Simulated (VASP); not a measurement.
A run of VASP 6.6.1:

File INCAR:

```
SYSTEM = InAgS
ALGO = Normal
EDIFF = 1E-7
EDIFFG = -0.01
ENCUT = 600
GGA = PE
IBRION = 2
ISIF = 3
ISMEAR = 0
LASPH = .True.
LCHARG = .False.
LREAL = .False.
LWAVE = .False.
NELM = 100
NSW = 100
PREC = Accurate
SIGMA = 0.1
```

The input KPOINTS:

```
k-points
0
Gamma
  12 12 10
  0 0 0
```

The input POSCAR:

```
InAgS
1.0
    4.3067966747      0.0000000000      0.0000000000
    0.0000000000      4.3067966747      0.0000000000
    0.0000000000      0.0000000000      4.6968090969
In Ag S
1 1 1
Direct
    0.0000000000      0.0000000000      0.0000000000
    0.5000000000      0.5000000000      0.5000000000
    0.5000000000      0.5000000000      0.0000000000
```

Potentials or basis: VASP PAW PBE potentials, release 64 (In_d, Ag, S).

The run is started by

```console
$ cat potpaw_PBE.64/In_d/POTCAR potpaw_PBE.64/Ag/POTCAR potpaw_PBE.64/S/POTCAR > POTCAR
$ mpirun -np 1 vasp_std > vasp.out
```

Hardware: 1 thread of AMD EPYC 9R45 96-Core Processor (Zen 5) (shared host).

**Question.** Estimate the wall time of this run.

**Answer.** Wall time 9.9 min on 1 thread of AMD EPYC 9R45 96-Core Processor (Zen 5), on a shared host, peak memory 0.49 GiB. Counts: scf iterations 48, k points 168, ion steps 5.
